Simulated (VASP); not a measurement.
# BeTe (F-43m) in VASP: further runs, part 2 of 2

VASP 6.6.1. Earlier steps stand in the parts before.

## 3. Single point, PBEsol

This run uses another cell than the first one, of 22.01 Å³/atom.

Contents of INCAR:

```
PREC = Accurate
ENCUT = 600
EDIFF = 1E-6
ISMEAR = 0
SIGMA = 0.02
LREAL = False
LASPH = True
NELM = 120
ALGO = Normal
ISIF = 2
LWAVE = False
LCHARG = False
GGA = PS
NBANDS = 11
GGA_COMPAT = False
```

Contents of KPOINTS:

```
regular mesh
0
Gamma
  8 8 8
```

Contents of POSCAR:

```
BeTe
1.0
    0.0000000000      2.8025474673      2.8025474673
    2.8025474673      0.0000000000      2.8025474673
    2.8025474673      2.8025474673      0.0000000000
Be Te
1 1
Direct
    0.0000000000      0.0000000000      0.0000000000
    0.2500000000      0.2500000000      0.2500000000
```

Potentials or basis: VASP PAW PBE potentials, release 64 (Be, Te).

Run with:

```console
$ cat potpaw_PBE.64/Be/POTCAR potpaw_PBE.64/Te/POTCAR > POTCAR
$ mpirun -np 1 vasp_std > vasp.out
```

OUTCAR:

```text
PREC = Accurate
   ENCUT = 600
   EDIFF = 1E-6
   ISMEAR = 0
   LREAL = False
   LASPH = True
   NELM = 120
   ISIF = 2
   GGA = PS

 ion  position               nearest neighbor table
   1  0.000  0.000  0.000-   2 2.43   2 2.43   2 2.43   2 2.43
   2  0.250  0.250  0.250-   1 2.43   1 2.43   1 2.43   1 2.43

  LATTYP: Found a face centered cubic cell.
 ALAT       =     5.6050949346

  Lattice vectors:

 A1 = (   0.0000000000,   2.8025474673,   2.8025474673)
 A2 = (   2.8025474673,   0.0000000000,   2.8025474673)
 A3 = (   2.8025474673,   2.8025474673,   0.0000000000)

Analysis of symmetry for initial positions (statically):
=====================================================================
 Subroutine PRICEL returns:
 Original cell was already a primitive cell.

 Routine SETGRP: Setting up the symmetry group for a
 face centered cubic supercell.

 Subroutine GETGRP returns: Found 24 space group operations
 (whereof 24 operations were pure point group operations)
 out of a pool of 48 trial point group operations.

The static configuration has the point symmetry T_d .

Analysis of symmetry for dynamics (positions and initial velocities):
=====================================================================
 Subroutine PRICEL returns:
 Original cell was already a primitive cell.

 Routine SETGRP: Setting up the symmetry group for a
 face centered cubic supercell.

 Subroutine GETGRP returns: Found 24 space group operations
 (whereof 24 operations were pure point group operations)
 out of a pool of 48 trial point group operations.

The dynamic configuration has the point symmetry T_d .

 Subroutine INISYM returns: Found 24 space group operations
 (whereof 24 operations are pure point group operations),
 and found     1 'primitive' translations

----------------------------------------------------------------------------------------

                                     Primitive cell

  volume of cell :      44.0239

  direct lattice vectors                    reciprocal lattice vectors
     0.000000000  2.802547467  2.802547467    -0.178409110  0.178409110  0.178409110
     2.802547467  0.000000000  2.802547467     0.178409110 -0.178409110  0.178409110
     2.802547467  2.802547467  0.000000000     0.178409110  0.178409110 -0.178409110

  length of vectors
     3.963400637  3.963400637  3.963400637     0.309013643  0.309013643  0.309013643

  position of ions in fractional coordinates (direct lattice)
     0.000000000  0.000000000  0.000000000
     0.250000000  0.250000000  0.250000000

  ion indices of the primitive-cell ions
   primitive index   ion index
                 1           1
                 2           2

----------------------------------------------------------------------------------------

 KPOINTS: regular mesh

Automatic generation of k-mesh.
 Grid dimensions read from file:
 generate k-points for:    8    8    8

 Generating k-lattice:

  Cartesian coordinates                     Fractional coordinates (reciprocal lattice)
    -0.022301139  0.022301139  0.022301139     0.125000000  0.000000000  0.000000000
     0.022301139 -0.022301139  0.022301139     0.000000000  0.125000000  0.000000000
     0.022301139  0.022301139 -0.022301139     0.000000000  0.000000000  0.125000000

  Length of vectors
     0.038626705  0.038626705  0.038626705

  Shift w.r.t. Gamma in fractional coordinates (k-lattice)
     0.000000000  0.000000000  0.000000000

 Subroutine IBZKPT returns following result:
 ===========================================

 Found     29 irreducible k-points:

 Following reciprocal coordinates:
            Coordinates               Weight
  0.000000  0.000000  0.000000      1.000000
  0.125000  0.000000  0.000000      8.000000
  0.250000  0.000000  0.000000      8.000000
  0.375000  0.000000  0.000000      8.000000
  0.500000  0.000000  0.000000      4.000000
  0.125000  0.125000  0.000000      6.000000
[... 16 lines left out ...]
  0.500000  0.250000  0.125000     48.000000
 -0.375000  0.250000  0.125000     24.000000
 [... further k-points ...]
   k-points           NKPTS =     29   k-points in BZ     NKDIM =     29   number of bands    NBANDS=     11
   number of dos      NEDOS =    301   number of ions     NIONS =      2
   total plane-waves  NPLWV =  32768
   dimension x,y,z NGX =    32 NGY =   32 NGZ =   32
   dimension x,y,z NGXF=    64 NGYF=   64 NGZF=   64
   ions per type =               1   1
   NGX,Y,Z   is equivalent  to a cutoff of  13.42, 13.42, 13.42 a.u.
   NGXF,Y,Z  is equivalent  to a cutoff of  26.84, 26.84, 26.84 a.u.
 SYSTEM =  unknown system
   PREC   = accura    normal or accurate (medium, high low for compatibility)
   ISTART =      0    job   : 0-new  1-cont  2-samecut
   ICHARG =      2    charge: 1-file 2-atom 10-const
   ISPIN  =      1    spin polarized calculation?
   LNONCOLLINEAR =      F non collinear calculations
   LSORBIT =      F    spin-orbit coupling
   LASPH  =      T    aspherical Exc in radial PAW
   ENCUT  =  600.0 eV  44.10 Ry    6.64 a.u.   7.92  7.92  7.92*2*pi/ulx,y,z
   NELM   =    120;   NELMIN=  2; NELMDL= -5     # of ELM steps
   EDIFF  = 0.1E-05   stopping-criterion for ELM
   LREAL  =      F    real-space projection
   EDIFFG = 0.1E-04   stopping-criterion for IOM
   NSW    =      0    number of steps for IOM
   IBRION =     -1    ionic relax: 0-MD 1-quasi-New 2-CG
   NFREE  =      0    steps in history (QN), initial steepest desc. (CG)
   ISIF   =      2    stress and relaxation
   ISYM   =      2    0-nonsym 1-usesym 2-fastsym
   POTIM  = 0.5000    time-step for ionic-motion
   TEBEG  =    0.0;   TEEND  =   0.0 temperature during run
   PSTRESS=    0.0 pullay stress
   NELECT =       8.0000    total number of electrons
   NUPDOWN=      -1.0000    fix difference up-down
   EMIN   =  10.00;   EMAX   =-10.00  energy-range for DOS
   EFERMI =   0.00;   METHOD = LEGACY
   ISMEAR =     0;   SIGMA  =   0.02  broadening in eV -4-tet -1-fermi 0-gaus
   EFERMI_NEDOS =   21; number of points for ismear=-14 and -15
   IALGO  =     38    algorithm
   IMIX   =      4    mixing-type and parameters
     AMIX     =   0.40;   BMIX     =  1.00
     AMIX_MAG =   1.60;   BMIX_MAG =  1.00
  volume/ion in A,a.u.               =      22.01       148.54
  Fermi-wavevector in a.u.,A,eV,Ry     =   0.927275  1.752296 11.698817  0.859839
  Thomas-Fermi vector in A             =   2.053327
   LORBIT       =      0    0 simple, 1 ext, 2 COOP (PROOUT), +10 PAW based schemes
   GGA     = PS    functional components
   LHFCALC =     F    Hartree Fock is set to
   AEXX    =    0.0000 exact exchange contribution
   IVDW    =     0    specifies the selected vdW correction
   LEPSILON=     F    determine dielectric tensor
   LRPA    =     F    only Hartree local field effects (RPA)
 non-spin polarized calculation
 Gauss-broadening in eV      SIGMA  =   0.02
  energy-cutoff  :      600.00
  volume of cell :       44.02
 maximum number of plane-waves:      1480
   NGX = 15   NGY = 15   NGZ = 15

 number of electron       8.0000000 magnetization

 Free energy of the ion-electron system (eV)
  ---------------------------------------------------
  ext. energy  EPLUGINS =         0.00000000
  ---------------------------------------------------
  free energy    TOTEN  =        -8.21586067 eV

  energy without entropy =       -8.21586067  energy(sigma->0) =       -8.21586067

 E-fermi :   5.3024     XC(G=0):  -9.2587

 val. band max:        5.1645427934   @ k =   0.0000   0.0000   0.0000
 cond. band min:       6.9824570667   @ k =   0.5000   0.5000   0.0000
 fundamental gap:      1.8179142733
 Fermi energy:         5.3023761875

 k-point     1 :       0.0000    0.0000    0.0000
  band No.  band energies     occupation
      1      -7.2637      2.00000
      2       5.1645      2.00000
      3       5.1645      2.00000
      4       5.1645      2.00000
      5       8.7518      0.00000
      6       8.7518      0.00000
      7       8.7518      0.00000
      8       9.0002      0.00000
      9      13.3767      0.00000
     10      15.4367      0.00000
     11      15.4367      0.00000
[... 309 lines left out ...]
 k-point    24 :      -0.3750    0.2500    0.1250
  band No.  band energies     occupation
      1      -5.6308      2.00000
      2      -0.0672      2.00000
      3       2.1989      2.00000
      4       3.2046      2.00000
      5       9.3022      0.00000
      6       9.5180      0.00000
      7      11.8655      0.00000
      8      12.9264      0.00000
      9      13.6077      0.00000
     10      16.7228      0.00000
     11      17.0302      0.00000

 [... further k-points ...]

------------------------ aborting loop because EDIFF is reached ----------------------------------------

  FORCE on cell =-STRESS in cart. coord.  units (eV):
  Direction    XX          YY          ZZ          XY          YZ          ZX
  --------------------------------------------------------------------------------------
  -------------------------------------------------------------------------------------
  Total        0.0681457      0.0681457      0.0681457      0.0000000     -0.0000000      0.0000000
  in kB        2.4800491      2.4800491      2.4800491      0.0000000     -0.0000000      0.0000000
  external PRESSURE =       2.4800491 kB  Pullay stress =       0.0000000 kB

 VOLUME and BASIS-vectors are now :
 -----------------------------------------------------------------------------
  energy-cutoff  :      600.00
  volume of cell :       44.02
      direct lattice vectors                 reciprocal lattice vectors
     0.000000000  2.802547467  2.802547467    -0.178409110  0.178409110  0.178409110
     2.802547467  0.000000000  2.802547467     0.178409110 -0.178409110  0.178409110
     2.802547467  2.802547467  0.000000000     0.178409110  0.178409110 -0.178409110

 POSITION                                       TOTAL-FORCE (eV/Angst)
 -----------------------------------------------------------------------------------
      0.00000      0.00000      0.00000        -0.000000     -0.000000     -0.000000
      1.40127      1.40127      1.40127         0.000000      0.000000      0.000000
 -----------------------------------------------------------------------------------
    total drift:                                0.000000      0.000000      0.000000

  FREE ENERGIE OF THE ION-ELECTRON SYSTEM (eV)
  ---------------------------------------------------
  free  energy   TOTEN  =        -8.2158606731 eV

  energy  without entropy=       -8.2158606731  energy(sigma->0) =       -8.21586067
```

stdout:

```text
POSCAR found type information on POSCAR BeTe
 POSCAR found :  2 types and       2 ions
 scaLAPACK will be used
 -----------------------------------------------------------------------------
|                                                                             |
|                                                                             |
|     You enforced a specific xc type in the INCAR file but a different       |
|     I HOPE YOU KNOW WHAT YOU ARE DOING!                                     |
|                                                                             |
 -----------------------------------------------------------------------------

 LDA part: xc-table for (Slater+PW92), standard interpolation
 POSCAR, INCAR and KPOINTS ok, starting setup
 FFT: planning ... GRIDC
 FFT: planning ... GRID_SOFT
 FFT: planning ... GRID
 WAVECAR not read
 entering main loop
```

Wall time 7.9 s (1 thread of AMD EPYC 9R45 (Zen 5), shared host); peak memory 0.15 GiB.

Results:

```
Free energy            : -8.2159 eV
Pressure               : 0.2 GPa
Band gap on the k mesh : 1.82 eV (least direct gap 3.59 eV)
```

Caveat: the PAW data sets were made with another functional, which shifts forces and pressure a little; spin-orbit coupling is left out, which moves the levels of the heavy elements.

## 4. Single point, PBEsol

This run uses another cell than the first one, of 22.01 Å³/atom.

Contents of INCAR:

```
PREC = Accurate ; ENCUT = 600
EDIFF = 1E-6 ; ISMEAR = 0
SIGMA = 0.01 ; LREAL = False
LASPH = True ; NELM = 120
ALGO = Normal ; ISIF = 2
LWAVE = False ; LCHARG = True
GGA = PS ; LELF = True
LVHAR = True ; NBANDS = 11
GGA_COMPAT = False
```

KPOINTS is that of step 3.

POSCAR is that of step 3.

Potentials or basis: VASP PAW PBE potentials, release 64 (Be, Te).

Run with:

```console
$ cat potpaw_PBE.64/Be/POTCAR potpaw_PBE.64/Te/POTCAR > POTCAR
$ mpirun -np 1 vasp_std > vasp.out
```

OUTCAR:

```text
PREC = Accurate
   ENCUT = 600
   EDIFF = 1E-6
   ISMEAR = 0
   LREAL = False
   LASPH = True
   NELM = 120
   ISIF = 2
   GGA = PS

 ion  position               nearest neighbor table
   1  0.000  0.000  0.000-   2 2.43   2 2.43   2 2.43   2 2.43
   2  0.250  0.250  0.250-   1 2.43   1 2.43   1 2.43   1 2.43

  LATTYP: Found a face centered cubic cell.
 ALAT       =     5.6050949346

  Lattice vectors:

 A1 = (   0.0000000000,   2.8025474673,   2.8025474673)
[... 521 lines left out ...]

------------------------ aborting loop because EDIFF is reached ----------------------------------------

  FORCE on cell =-STRESS in cart. coord.  units (eV):
  Direction    XX          YY          ZZ          XY          YZ          ZX
  --------------------------------------------------------------------------------------
  -------------------------------------------------------------------------------------
  Total        0.0681457      0.0681457      0.0681457     -0.0000000     -0.0000000      0.0000000
  in kB        2.4800490      2.4800490      2.4800490     -0.0000000     -0.0000000      0.0000000
  external PRESSURE =       2.4800490 kB  Pullay stress =       0.0000000 kB

 VOLUME and BASIS-vectors are now :
 -----------------------------------------------------------------------------
  energy-cutoff  :      600.00
  volume of cell :       44.02
      direct lattice vectors                 reciprocal lattice vectors
     0.000000000  2.802547467  2.802547467    -0.178409110  0.178409110  0.178409110
     2.802547467  0.000000000  2.802547467     0.178409110 -0.178409110  0.178409110
     2.802547467  2.802547467  0.000000000     0.178409110  0.178409110 -0.178409110

 POSITION                                       TOTAL-FORCE (eV/Angst)
 -----------------------------------------------------------------------------------
      0.00000      0.00000      0.00000        -0.000000      0.000000     -0.000000
      1.40127      1.40127      1.40127         0.000000     -0.000000      0.000000
 -----------------------------------------------------------------------------------
    total drift:                                0.000000      0.000000      0.000000

  FREE ENERGIE OF THE ION-ELECTRON SYSTEM (eV)
  ---------------------------------------------------
  free  energy   TOTEN  =        -8.2158606732 eV

  energy  without entropy=       -8.2158606732  energy(sigma->0) =       -8.21586067
```

OSZICAR:

```text
N       E                     dE             d eps       ncg     rms          rms(c)
DAV:   1     0.206098561432E+02    0.20610E+02   -0.36209E+03   638   0.660E+02
DAV:   2    -0.717506064015E+01   -0.27785E+02   -0.26818E+02   860   0.101E+02
DAV:   3    -0.835025829125E+01   -0.11752E+01   -0.11725E+01   836   0.209E+01
DAV:   4    -0.836107615948E+01   -0.10818E-01   -0.10817E-01   778   0.229E+00
DAV:   5    -0.836125916724E+01   -0.18301E-03   -0.18301E-03   801   0.287E-01    0.404E+00
DAV:   6    -0.825381602440E+01    0.10744E+00   -0.10136E-01   743   0.126E+00    0.242E+00
DAV:   7    -0.821568627224E+01    0.38130E-01   -0.10104E-01   746   0.135E+00    0.414E-01
DAV:   8    -0.821573246344E+01   -0.46191E-04   -0.51700E-03   719   0.413E-01    0.900E-02
DAV:   9    -0.821584379658E+01   -0.11133E-03   -0.18318E-04   782   0.843E-02    0.276E-02
DAV:  10    -0.821586035324E+01   -0.16557E-04   -0.32658E-05   703   0.277E-02    0.125E-02
DAV:  11    -0.821586067315E+01   -0.31992E-06   -0.95247E-07   788   0.615E-03
   1 F= -.82158607E+01 E0= -.82158607E+01  d E =-.286264E-17
```

stdout:

```text
POSCAR found type information on POSCAR BeTe
 POSCAR found :  2 types and       2 ions
 scaLAPACK will be used
 -----------------------------------------------------------------------------
|                                                                             |
|                                                                             |
|     You enforced a specific xc type in the INCAR file but a different       |
|     I HOPE YOU KNOW WHAT YOU ARE DOING!                                     |
|                                                                             |
 -----------------------------------------------------------------------------

 LDA part: xc-table for (Slater+PW92), standard interpolation
 POSCAR, INCAR and KPOINTS ok, starting setup
 FFT: planning ... GRIDC
 FFT: planning ... GRID_SOFT
 FFT: planning ... GRID
 WAVECAR not read
 entering main loop
```

Run time: 8.3 s. Hardware: 1 thread of AMD EPYC 9R45 (Zen 5), shared host; peak memory 0.15 GiB.

What came out:

```
Free energy            : -8.2159 eV
Pressure               : 0.2 GPa
Band gap on the k mesh : 1.82 eV (least direct gap 3.59 eV)
```

Caveat: the PAW data sets were made with another functional, which shifts forces and pressure a little; spin-orbit coupling is left out, which moves the levels of the heavy elements. A k mesh can miss the band edges.

## 5. Relaxation of cell and atoms, PBEsol

Contents of INCAR:

```
SYSTEM = BeTe
PREC = Accurate
ENCUT = 600
EDIFF = 1E-7
ISMEAR = 0
SIGMA = 0.02
LREAL = .False.
LASPH = .True.
NELM = 120
ALGO = Normal
ISIF = 3
LWAVE = .False.
LCHARG = .False.
GGA = PS
IBRION = 2
NSW = 100
EDIFFG = -0.002
GGA_COMPAT = .False.
NELMIN = 4
```

Contents of KPOINTS:

```
regular mesh
0
Gamma
  8 8 8
  0 0 0
```

Contents of POSCAR:

```
BeTe
1.0
    0.0000000000      2.8150000000      2.8150000000
    2.8150000000      0.0000000000      2.8150000000
    2.8150000000      2.8150000000      0.0000000000
Be Te
1 1
Direct
    0.0000000000      0.0000000000      0.0000000000
    0.2500000000      0.2500000000      0.2500000000
```

Run with:

```console
$ cat potpaw_PBE.64/Be/POTCAR potpaw_PBE.64/Te/POTCAR > POTCAR
$ mpirun -np 1 vasp_std > vasp.out
```

Wall time 15 s (1 thread of AMD EPYC 9R45 (Zen 5), shared host); peak memory 0.15 GiB.

It converged, with:

| Quantity | Value |
| --- | --- |
| Free energy | -8.2160 eV |
| Relaxed volume | 22.10 Å³/atom |
| Relaxed cell | a = 3.968 Å, b = 3.968 Å, c = 3.968 Å, α = 60.00°, β = 60.00°, γ = 60.00° |
| Space group after relaxing (to 0.1 Å) | F-43m (No. 216) |
| Energy gained by relaxing | 0.4 meV/atom |
| Ionic steps | 3 |
| Pressure after relaxing | 0.0 GPa |
| Band gap on the k mesh | 1.83 eV (least direct gap 3.59 eV) |

Step by step:
| step | energy change (eV) | largest force (eV/Å) | pressure (GPa) | volume (Å³) |
| --- | --- | --- | --- | --- |
| 1 | 0.0000 | 0.0000 | -0.56 | 44.61 |
| 2 | -0.0007 | 0.0000 | 0.11 | 44.12 |
| 3 | -0.0007 | 0.0000 | 0.00 | 44.19 |

Final structure:
```
Be Te
1.0
     0.00000    2.80615    2.80615
     2.80615    0.00000    2.80615
     2.80615    2.80615    0.00000
Be Te
1 1
Direct
  0.00000 0.00000 0.00000
  0.25000 0.25000 0.25000
```

Levels at points of the mesh, in eV from the valence-band top:
| k point | band 1 | band 2 | band 3 | band 4 | band 5 | band 6 | band 7 | band 8 |
| --- | --- | --- | --- | --- | --- | --- | --- | --- |
| (0.00, 0.00, 0.00) | -12.40 | 0.00 | 0.00 | 0.00 | 3.59 | 3.59 | 3.59 | 3.81 |
| (0.50, 0.00, 0.00) | -11.03 | -5.64 | -1.15 | -1.15 | 3.06 | 4.55 | 4.55 | 7.66 |
| (0.50, 0.50, 0.00) | -10.52 | -5.19 | -2.70 | -2.70 | 1.83 | 2.60 | 9.77 | 9.77 |

Caveat: the PAW data sets were made with another functional, which shifts forces and pressure a little; spin-orbit coupling is left out, which moves the levels of the heavy elements. A k mesh can miss the band edges.

## 6. The runs side by side

| task | cell | k mesh | smearing | gap on the mesh (eV) | pressure (GPa) |
| --- | --- | --- | --- | --- | --- |
| single point | a = 3.981 Å, angles 60.0°, 2 atoms | 6 × 6 × 6 | gaussian 0.1 eV | 1.85 | -0.5 |
| single point | a = 3.963 Å, angles 60.0°, 2 atoms | 8 × 8 × 8 | gaussian 0.02 eV | 1.82 | 0.2 |
| single point | a = 3.963 Å, angles 60.0°, 2 atoms | 8 × 8 × 8 | gaussian 0.01 eV | 1.82 | 0.2 |
| relaxation of cell and atoms | relaxed from a = 3.981 Å, angles 60.0°, 2 atoms | 8 × 8 × 8 | gaussian 0.02 eV | 1.83 | 0.0 |

Alike in all rows: level PBEsol; potentials or basis VASP PAW PBE potentials, release 64 (Be, Te); no spin polarisation; cutoff (eV) 600.

Caveats: the PAW data sets were made with another functional, which shifts forces and pressure a little; spin-orbit coupling is left out, which moves the levels of the heavy elements.

Absolute energies hang on the potentials; compare differences alone.
